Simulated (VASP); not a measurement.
# Co (P6_3/mmc) in VASP: a series of runs

The runs below take Co through single point, with PBE.

Everything below comes from runs of VASP 6.6.1. Logs are shortened: lines on timing, memory, paths and dates and some standing lists are left out, and cuts for length are marked.

### 1 The cell of the first run

Symmetry: P6_3/mmc, No. 194, hexagonal system. The conventional cell has a = 2.431 Å, b = 2.431 Å, c = 4.133 Å, α = 90.00°, β = 90.00°, γ = 120.00°. Within 3.2 Å of Co (site symmetry -6m2) lie 12 Co at 2.43 to 2.50 Å.

### 2 Single point, PBE, collinear spin, ferromagnetic start

INCAR

```
SYSTEM = Co
PREC = Accurate
ENCUT = 520
EDIFF = 1E-7
ISMEAR = 0
SIGMA = 0.15
LREAL = .FALSE.
LASPH = .TRUE.
NELM = 150
ALGO = Fast
ISIF = 2
LWAVE = .FALSE.
LCHARG = .FALSE.
ISPIN = 2
MAGMOM = 1.86 1.86
LORBIT = 11
LMAXMIX = 4
GGA = PE
NBANDS = 20
```

KPOINTS

```
Automatic mesh
0
G
  21 21 12
  0 0 0
```

POSCAR

```
Co
1.0
    2.4310000000      0.0000000000      0.0000000000
   -1.2155000000      2.1053077566      0.0000000000
    0.0000000000      0.0000000000      4.1331000000
Co
2
Direct
    0.3333333333      0.6666666667      0.2500000000
    0.6666666667      0.3333333333      0.7500000000
```

Potentials or basis: VASP PAW PBE potentials, release 64 (Co).

Run with:

```bash
$ cat potpaw_PBE.64/Co/POTCAR > POTCAR
$ mpirun -np 1 vasp_std > vasp.out
```

OUTCAR:

```text
SYSTEM = Co
   PREC = Accurate
   ENCUT = 520
   EDIFF = 1E-7
   ISMEAR = 0
   LREAL = .FALSE.
   LASPH = .TRUE.
   NELM = 150
   ISIF = 2
   ISPIN = 2
   LORBIT = 11
   GGA = PE

 ion  position               nearest neighbor table
   1  0.333  0.667  0.250-   2 2.50   2 2.50   2 2.50   2 2.50   2 2.50   2 2.50
   2  0.667  0.333  0.750-   1 2.50   1 2.50   1 2.50   1 2.50   1 2.50   1 2.50

  LATTYP: Found a hexagonal cell.
 ALAT       =     2.4310000000
 C/A-ratio  =     1.7001645413

  Lattice vectors:

 A1 = (   2.4310000000,   0.0000000000,   0.0000000000)
 A2 = (  -1.2155000000,   2.1053077566,   0.0000000000)
 A3 = (   0.0000000000,   0.0000000000,   4.1331000000)

Analysis of symmetry for initial positions (statically):
=====================================================================
 Subroutine PRICEL returns:
 Original cell was already a primitive cell.

 Routine SETGRP: Setting up the symmetry group for a
 hexagonal supercell.

 Subroutine GETGRP returns: Found 24 space group operations
 (whereof 12 operations were pure point group operations)
 out of a pool of 24 trial point group operations.

The static configuration has the point symmetry D_3d.
 The point group associated with its full space group is D_6h.

Analysis of symmetry for dynamics (positions and initial velocities):
=====================================================================
 Subroutine PRICEL returns:
 Original cell was already a primitive cell.

 Routine SETGRP: Setting up the symmetry group for a
 hexagonal supercell.

 Subroutine GETGRP returns: Found 24 space group operations
 (whereof 12 operations were pure point group operations)
 out of a pool of 24 trial point group operations.

The dynamic configuration has the point symmetry D_3d.
 The point group associated with its full space group is D_6h.

Analysis of structural, dynamic, and magnetic symmetry:
=====================================================================
 Subroutine PRICEL returns:
 Original cell was already a primitive cell.

 Routine SETGRP: Setting up the symmetry group for a
 hexagonal supercell.

 Subroutine GETGRP returns: Found 24 space group operations
 (whereof 12 operations were pure point group operations)
 out of a pool of 24 trial point group operations.

The overall configuration has the point symmetry D_3d.
 The point group associated with its full space group is D_6h.

 Subroutine INISYM returns: Found 24 space group operations
 (whereof 12 operations are pure point group operations),
 and found     1 'primitive' translations

----------------------------------------------------------------------------------------

                                     Primitive cell

  volume of cell :      21.1532

  direct lattice vectors                    reciprocal lattice vectors
     2.431000000  0.000000000  0.000000000     0.411353353  0.237494969  0.000000000
    -1.215500000  2.105307757  0.000000000     0.000000000  0.474989938  0.000000000
     0.000000000  0.000000000  4.133100000     0.000000000  0.000000000  0.241949142

  length of vectors
     2.431000000  2.431000000  4.133100000     0.474989938  0.474989938  0.241949142

  position of ions in fractional coordinates (direct lattice)
     0.333333333  0.666666667  0.250000000
     0.666666667  0.333333333  0.750000000

  ion indices of the primitive-cell ions
   primitive index   ion index
                 1           1
                 2           2

----------------------------------------------------------------------------------------

 KPOINTS: Automatic mesh

Automatic generation of k-mesh.
 Grid dimensions read from file:
 generate k-points for:   21   21   12

 Generating k-lattice:

  Cartesian coordinates                     Fractional coordinates (reciprocal lattice)
     0.019588255  0.011309284  0.000000000     0.047619048  0.000000000  0.000000000
     0.000000000  0.022618568  0.000000000     0.000000000  0.047619048  0.000000000
     0.000000000  0.000000000  0.020162429     0.000000000  0.000000000  0.083333333

  Length of vectors
     0.022618568  0.022618568  0.020162429

  Shift w.r.t. Gamma in fractional coordinates (k-lattice)
     0.000000000  0.000000000  0.000000000

 Subroutine IBZKPT returns following result:
 ===========================================

 Found    336 irreducible k-points:

 Following reciprocal coordinates:
            Coordinates               Weight
  0.000000  0.000000  0.000000      1.000000
  0.047619  0.000000  0.000000      6.000000
  0.095238  0.000000  0.000000      6.000000
  0.142857  0.000000  0.000000      6.000000
  0.190476  0.000000  0.000000      6.000000
  0.238095  0.000000  0.000000      6.000000
[... 16 lines left out ...]
  0.142857  0.095238  0.000000     12.000000
  0.190476  0.095238  0.000000     12.000000
 [... further k-points ...]
   k-points           NKPTS =    336   k-points in BZ     NKDIM =    336   number of bands    NBANDS=     20
   number of dos      NEDOS =    301   number of ions     NIONS =      2
   total plane-waves  NPLWV =  10368
   dimension x,y,z NGX =    18 NGY =   18 NGZ =   32
   dimension x,y,z NGXF=    36 NGYF=   36 NGZF=   64
   ions per type =               2
   NGX,Y,Z   is equivalent  to a cutoff of  12.31, 12.31, 12.87 a.u.
   NGXF,Y,Z  is equivalent  to a cutoff of  24.62, 24.62, 25.74 a.u.
 SYSTEM =  Co
   PREC   = accura    normal or accurate (medium, high low for compatibility)
   ISTART =      0    job   : 0-new  1-cont  2-samecut
   ICHARG =      2    charge: 1-file 2-atom 10-const
   ISPIN  =      2    spin polarized calculation?
   LNONCOLLINEAR =      F non collinear calculations
   LSORBIT =      F    spin-orbit coupling
   LASPH  =      T    aspherical Exc in radial PAW
   ENCUT  =  520.0 eV  38.22 Ry    6.18 a.u.   4.52  4.52  7.68*2*pi/ulx,y,z
   NELM   =    150;   NELMIN=  2; NELMDL= -5     # of ELM steps
   EDIFF  = 0.1E-06   stopping-criterion for ELM
   LREAL  =      F    real-space projection
   EDIFFG = 0.1E-05   stopping-criterion for IOM
   NSW    =      0    number of steps for IOM
   IBRION =     -1    ionic relax: 0-MD 1-quasi-New 2-CG
   NFREE  =      0    steps in history (QN), initial steepest desc. (CG)
   ISIF   =      2    stress and relaxation
   ISYM   =      2    0-nonsym 1-usesym 2-fastsym
   POTIM  = 0.5000    time-step for ionic-motion
   TEBEG  =    0.0;   TEEND  =   0.0 temperature during run
   PSTRESS=    0.0 pullay stress
   NELECT =      18.0000    total number of electrons
   NUPDOWN=      -1.0000    fix difference up-down
   EMIN   =  10.00;   EMAX   =-10.00  energy-range for DOS
   EFERMI =   0.00;   METHOD = LEGACY
   ISMEAR =     0;   SIGMA  =   0.15  broadening in eV -4-tet -1-fermi 0-gaus
   EFERMI_NEDOS =   21; number of points for ismear=-14 and -15
   IALGO  =     68    algorithm
   IMIX   =      4    mixing-type and parameters
     AMIX     =   0.40;   BMIX     =  1.00
     AMIX_MAG =   1.60;   BMIX_MAG =  1.00
  volume/ion in A,a.u.               =      10.58        71.37
  Fermi-wavevector in a.u.,A,eV,Ry     =   1.551339  2.931607 32.744518  2.406654
  Thomas-Fermi vector in A             =   2.655873
   LORBIT       =     11    0 simple, 1 ext, 2 COOP (PROOUT), +10 PAW based schemes
   GGA     = PE    functional components
   LHFCALC =     F    Hartree Fock is set to
   AEXX    =    0.0000 exact exchange contribution
   IVDW    =     0    specifies the selected vdW correction
   LEPSILON=     F    determine dielectric tensor
   LRPA    =     F    only Hartree local field effects (RPA)
 spin polarized calculation
 RMM-DIIS sequential band-by-band and
 Gauss-broadening in eV      SIGMA  =   0.15
  energy-cutoff  :      520.00
  volume of cell :       21.15
 maximum number of plane-waves:       592
 NGX is ok and might be reduce to    18
   NGX =  9   NGY =  9   NGZ = 15

 number of electron      18.0000001 magnetization       3.1833626

 Free energy of the ion-electron system (eV)
  ---------------------------------------------------
  ext. energy  EPLUGINS =         0.00000000
  ---------------------------------------------------
  free energy    TOTEN  =       -14.03775013 eV

  energy without entropy =      -14.01675664  energy(sigma->0) =      -14.02725339

 E-fermi :  10.6492     XC(G=0): -13.5536

 val. band max:       10.6455212232   @ k =   0.2381   0.1905   0.4167
 cond. band min:      10.6512286940   @ k =   0.4286   0.0000   0.3333
 fundamental gap:      0.0057074708
 Fermi energy:        10.6492261345

 spin component 1

 k-point     1 :       0.0000    0.0000    0.0000
  band No.  band energies     occupation
      1       1.5621      1.00000
      2       5.3194      1.00000
      3       7.7294      1.00000
      4       8.0322      1.00000
      5       8.0322      1.00000
      6       8.3013      1.00000
[... 12 lines left out ...]
     19      37.9914      0.00000
     20      37.9914      0.00000

 k-point     2 :       0.0476    0.0000    0.0000
  band No.  band energies     occupation
      1       1.6466      1.00000
      2       5.3755      1.00000
      3       7.7164      1.00000
      4       8.0360      1.00000
      5       8.0731      1.00000
      6       8.2780      1.00000
[... 12 lines left out ...]
     19      39.2124      0.00000
     20      39.5956      0.00000

 k-point     3 :       0.0952    0.0000    0.0000
  band No.  band energies     occupation
      1       1.8970      1.00000
      2       5.5354      1.00000
      3       7.6569      1.00000
      4       8.0641      1.00000
      5       8.1934      1.00000
      6       8.2248      1.00000
[... 12 lines left out ...]
     19      37.9731      0.00000
     20      40.2324      0.00000

 k-point     4 :       0.1429    0.0000    0.0000
  band No.  band energies     occupation
      1       2.3040      1.00000
      2       5.7714      1.00000
      3       7.5444      1.00000
      4       7.9179      1.00000
      5       8.0417      1.00000
      6       8.2622      1.00000
[... 429 lines left out ...]
 k-point    23 :       0.1429    0.0952    0.0000
  band No.  band energies     occupation
      1       3.0795      1.00000
      2       6.1563      1.00000
      3       7.3041      1.00000
      4       7.3108      1.00000
      5       7.9706      1.00000
      6       8.2868      1.00000
[... 12 lines left out ...]
     19      36.6377      0.00000
     20      37.9153      0.00000

 k-point    24 :       0.1905    0.0952    0.0000
  band No.  band energies     occupation
      1       3.7212      1.00000
      2       6.3437      1.00000
      3       6.9555      1.00000
      4       7.2018      1.00000
      5       7.8986      1.00000
      6       8.1443      1.00000
[... 12 lines left out ...]
     19      36.4515      0.00000
     20      37.6215      0.00000

 [... further k-points ...]

 spin component 2

 k-point     1 :       0.0000    0.0000    0.0000
  band No.  band energies     occupation
      1       1.5674      1.00000
      2       6.1946      1.00000
      3       9.2752      1.00000
      4       9.6295      1.00000
      5       9.6295      1.00000
      6       9.9363      1.00000
[... 12 lines left out ...]
     19      38.2724      0.00000
     20      38.2724      0.00000

 k-point     2 :       0.0476    0.0000    0.0000
  band No.  band energies     occupation
      1       1.6520      1.00000
      2       6.2574      1.00000
      3       9.2593      1.00000
      4       9.6304      1.00000
      5       9.6741      1.00000
      6       9.7284      1.00000
[... 12 lines left out ...]
     19      39.5131      0.00000
     20      39.8348      0.00000

 k-point     3 :       0.0952    0.0000    0.0000
  band No.  band energies     occupation
      1       1.9036      1.00000
      2       6.4383      1.00000
      3       9.1856      1.00000
      4       9.3025      1.00000
      5       9.6550      1.00000
      6       9.8054      1.00000
[... 12 lines left out ...]
     19      37.8883      0.00000
     20      40.5238      0.00000

 k-point     4 :       0.1429    0.0000    0.0000
  band No.  band energies     occupation
      1       2.3141      1.00000
      2       6.7117      1.00000
      3       8.8525      1.00000
      4       9.0400      1.00000
      5       9.6233      1.00000
      6       9.8656      1.00000
[... 429 lines left out ...]
 k-point    23 :       0.1429    0.0952    0.0000
  band No.  band energies     occupation
      1       3.1030      1.00000
      2       7.1714      1.00000
      3       8.3277      1.00000
      4       8.7382      1.00000
      5       9.5124      1.00000
      6       9.9680      1.00000
[... 12 lines left out ...]
     19      36.7777      0.00000
     20      38.0981      0.00000

 k-point    24 :       0.1905    0.0952    0.0000
  band No.  band energies     occupation
      1       3.7693      1.00000
      2       7.4381      1.00000
      3       8.0277      1.00000
      4       8.5657      1.00000
      5       9.4047      1.00000
      6       9.8159      1.00000
[... 12 lines left out ...]
     19      36.6979      0.00000
     20      38.0048      0.00000

 [... further k-points ...]
[... 5 lines left out ...]
  --------------------------------------------------------------------------------------
  -------------------------------------------------------------------------------------
  Total        1.4664922      1.4664922     -0.6173295      0.0000000      0.0000000      0.0000000
  in kB      111.0743720    111.0743720    -46.7574831      0.0000000      0.0000000      0.0000000
  external PRESSURE =      58.4637537 kB  Pullay stress =       0.0000000 kB

 VOLUME and BASIS-vectors are now :
 -----------------------------------------------------------------------------
  energy-cutoff  :      520.00
  volume of cell :       21.15
      direct lattice vectors                 reciprocal lattice vectors
     2.431000000  0.000000000  0.000000000     0.411353353  0.237494969  0.000000000
    -1.215500000  2.105307757  0.000000000     0.000000000  0.474989938  0.000000000
     0.000000000  0.000000000  4.133100000     0.000000000  0.000000000  0.241949142

 POSITION                                       TOTAL-FORCE (eV/Angst)
 -----------------------------------------------------------------------------------
     -0.00000      1.40354      1.03327         0.000000     -0.000000      0.000000
      1.21550      0.70177      3.09983        -0.000000      0.000000      0.000000
 -----------------------------------------------------------------------------------
    total drift:                               -0.000000      0.000000     -0.000000

  FREE ENERGIE OF THE ION-ELECTRON SYSTEM (eV)
  ---------------------------------------------------
  free  energy   TOTEN  =       -14.0377501336 eV

  energy  without entropy=      -14.0167566448  energy(sigma->0) =      -14.02725339

 total charge

# of ion       s       p       d       tot
------------------------------------------
    1        0.501   0.545   7.281   8.326
    2        0.501   0.545   7.281   8.326
--------------------------------------------------
tot          1.001   1.089  14.562  16.652

 magnetization (x)

# of ion       s       p       d       tot
------------------------------------------
    1       -0.014  -0.053   1.673   1.606
    2       -0.014  -0.053   1.673   1.606
--------------------------------------------------
tot         -0.029  -0.106   3.347   3.212
```

It took 2.1 min on 1 thread of Intel Xeon 6975P-C (Granite Rapids), shared host; peak memory 0.3 GiB.

Results:

```
Free energy                                           : -14.0378 eV
Pressure                                              : 5.8 GPa
Net moment                                            : 3.18 μB per cell
Site moments                                          : Co +1.61 μB
Valence electrons inside the program's atomic spheres : Co 8.33
```

Stress tensor (GPa, compression positive):
```
11.11  0.00  0.00
 0.00 11.11  0.00
 0.00  0.00 -4.68
```

### 3 Single point, PBE, collinear spin, ferromagnetic start

This run uses another cell than the first one, of 10.83 Å³/atom, 1.024 times its volume.

INCAR

```
PREC = Accurate
ENCUT = 520
EDIFF = 1E-7
ISMEAR = 0
SIGMA = 0.15
LREAL = False
LASPH = True
NELM = 150
ALGO = Normal
ISIF = 2
LWAVE = False
LCHARG = True
ISPIN = 2
MAGMOM = 1.86 1.86
LORBIT = 11
LMAXMIX = 4
GGA = PE
LELF = True
LVHAR = True
NBANDS = 20
```

KPOINTS

```
Automatic mesh
0
Gamma
  21 21 12
```

POSCAR

```
Co
1.0
    2.5557000000      0.0000000000      0.0000000000
   -1.2778500000      2.2133011245      0.0000000000
    0.0000000000      0.0000000000      3.8306000000
Co
2
Direct
    0.3333333333      0.6666666667      0.2500000000
    0.6666666667      0.3333333333      0.7500000000
```

Potentials or basis: VASP PAW PBE potentials, release 64 (Co).

Run with:

```bash
$ cat potpaw_PBE.64/Co/POTCAR > POTCAR
$ mpirun -np 1 vasp_std > vasp.out
```

OUTCAR:

```text
PREC = Accurate
   ENCUT = 520
   EDIFF = 1E-7
   ISMEAR = 0
   LREAL = False
   LASPH = True
   NELM = 150
   ISIF = 2
   ISPIN = 2
   LORBIT = 11
   GGA = PE

 ion  position               nearest neighbor table
   1  0.333  0.667  0.250-   2 2.42   2 2.42   2 2.42   2 2.42   2 2.42   2 2.42
   2  0.667  0.333  0.750-   1 2.42   1 2.42   1 2.42   1 2.42   1 2.42   1 2.42

  LATTYP: Found a hexagonal cell.
 ALAT       =     2.5557000000
 C/A-ratio  =     1.4988457174

  Lattice vectors:

 A1 = (   2.5557000000,   0.0000000000,   0.0000000000)
 A2 = (  -1.2778500000,   2.2133011245,   0.0000000000)
 A3 = (   0.0000000000,   0.0000000000,   3.8306000000)

Analysis of symmetry for initial positions (statically):
=====================================================================
 Subroutine PRICEL returns:
 Original cell was already a primitive cell.

 Routine SETGRP: Setting up the symmetry group for a
 hexagonal supercell.

 Subroutine GETGRP returns: Found 24 space group operations
 (whereof 12 operations were pure point group operations)
[... 746 lines left out ...]

 k-point     1 :       0.0000    0.0000    0.0000
  band No.  band energies     occupation
      1       1.3595      1.00000
      2       6.2013      1.00000
      3       9.2760      1.00000
      4       9.2760      1.00000
      5       9.7484      1.00000
      6       9.7484      1.00000
[... 541 lines left out ...]
     19      34.8427      0.00000
     20      36.3567      0.00000

 [... further k-points ...]
[... 5 lines left out ...]
  --------------------------------------------------------------------------------------
  -------------------------------------------------------------------------------------
  Total       -0.7842370     -0.7842370      2.0117579      0.0000000     -0.0000000      0.0000000
  in kB      -57.9883480    -57.9883480    148.7541621      0.0000000     -0.0000000      0.0000000
  external PRESSURE =      10.9258221 kB  Pullay stress =       0.0000000 kB

 VOLUME and BASIS-vectors are now :
 -----------------------------------------------------------------------------
  energy-cutoff  :      520.00
  volume of cell :       21.67
      direct lattice vectors                 reciprocal lattice vectors
     2.555700000  0.000000000  0.000000000     0.391282232  0.225906902  0.000000000
    -1.277850000  2.213301125  0.000000000     0.000000000  0.451813804  0.000000000
     0.000000000  0.000000000  3.830600000     0.000000000  0.000000000  0.261055709

 POSITION                                       TOTAL-FORCE (eV/Angst)
 -----------------------------------------------------------------------------------
     -0.00000      1.47553      0.95765        -0.000000      0.000000      0.000000
      1.27785      0.73777      2.87295         0.000000     -0.000000      0.000000
 -----------------------------------------------------------------------------------
    total drift:                               -0.000000      0.000000     -0.000000

  FREE ENERGIE OF THE ION-ELECTRON SYSTEM (eV)
  ---------------------------------------------------
  free  energy   TOTEN  =       -14.0078711489 eV

  energy  without entropy=      -13.9880690903  energy(sigma->0) =      -13.99797012

 total charge

# of ion       s       p       d       tot
------------------------------------------
    1        0.491   0.522   7.273   8.286
    2        0.491   0.522   7.273   8.286
--------------------------------------------------
tot          0.982   1.045  14.546  16.573

 magnetization (x)

# of ion       s       p       d       tot
------------------------------------------
    1       -0.016  -0.055   1.680   1.610
    2       -0.016  -0.055   1.680   1.610
--------------------------------------------------
tot         -0.031  -0.109   3.360   3.220
```

Wall time 1.8 min (1 thread of Intel Xeon 6975P-C (Granite Rapids), shared host); peak memory 0.3 GiB.

What came out:

| Item | Value |
| --- | --- |
| Free energy | -14.0079 eV |
| Pressure | 1.1 GPa |
| Net moment | 3.18 μB per cell |
| Site moments | Co +1.61 μB |
| Valence electrons inside the program's atomic spheres | Co 8.29 |

(Part 1 of 2 ends here.)
